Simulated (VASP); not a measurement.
Al: single point with PBE+D3(BJ)

The system is Al.

```xyz
4
Lattice="2.7393 0.0000 0.0000 -1.3696 2.3723 0.0000 0.0000 0.0000 9.2410" Properties=species:S:1:pos:R:3 pbc="T T T"
Al   -0.2363    0.0000    0.0000
Al    0.0000    1.5815    2.3103
Al    0.2363    0.0000    4.6205
Al    1.3696    0.7908    6.9308
```

This cell differs from its parent crystal: atoms displaced along a vibrational mode, the cell strained.

* Program: VASP 6.6.1
* Task: single point
* Functional: PBE
* Dispersion: D3(BJ)
* Potentials or basis: VASP PAW PBE potentials, release 64 (Al)
* Cutoff: 520 eV
* k mesh: 18 × 18 × 4
* Occupations: gaussian, width 0.15 eV
* Spin: no spin polarisation

```json
{
 "Pressure": "5.9 GPa",
 "Largest force": "0.222 eV/Å",
 "Band gap on the k mesh": "zero (bands 6 and 7 overlap by 5.20 eV)",
 "Dispersion energy per atom": "-0.371 eV"
}
```

Forces in eV/Å, atoms in the order of the input:
```
Al   0.222  0.000  0.000
Al   0.000 -0.088  0.000
Al  -0.222  0.000  0.000
Al   0.000  0.088  0.000
```

Stress tensor (GPa, compression positive):
```
6.68 0.00 0.00
0.00 6.63 0.00
0.00 0.00 4.54
```

Levels at points of the mesh, in eV from the Fermi level:
```tsv
k point	band 2	band 3	band 4	band 5	band 6	band 7	band 8	band 9	band 10	band 11
(0.00, 0.00, 0.00)	-10.05	-10.05	-5.13	-4.89	3.03	3.03	11.96	11.97	12.07	12.09
(0.50, 0.00, 0.00)	-5.38	-4.07	-4.06	-3.35	-3.35	0.87	1.12	1.33	1.59	6.49
(0.00, 0.50, 0.00)	-5.38	-4.10	-4.09	-3.30	-3.30	0.79	1.19	1.26	1.66	6.44
(0.00, 0.00, 0.50)	-11.34	-7.93	-7.93	-1.34	-1.34	7.96	7.96	12.22	12.22	12.28
(0.50, 0.00, 0.50)	-5.05	-4.90	-4.90	-2.01	-2.01	-1.17	-1.17	4.52	4.52	4.73
(0.00, 0.50, 0.50)	-5.04	-4.92	-4.92	-1.94	-1.94	-1.23	-1.23	4.55	4.55	4.69
```

It took 2.5 min on 1 thread of Intel Xeon 8259CL, with other jobs on the host, peak memory 0.3 GiB.

Caveat: the cell differs from its parent crystal (atoms displaced along a vibrational mode, the cell strained); the cell stands under pressure.
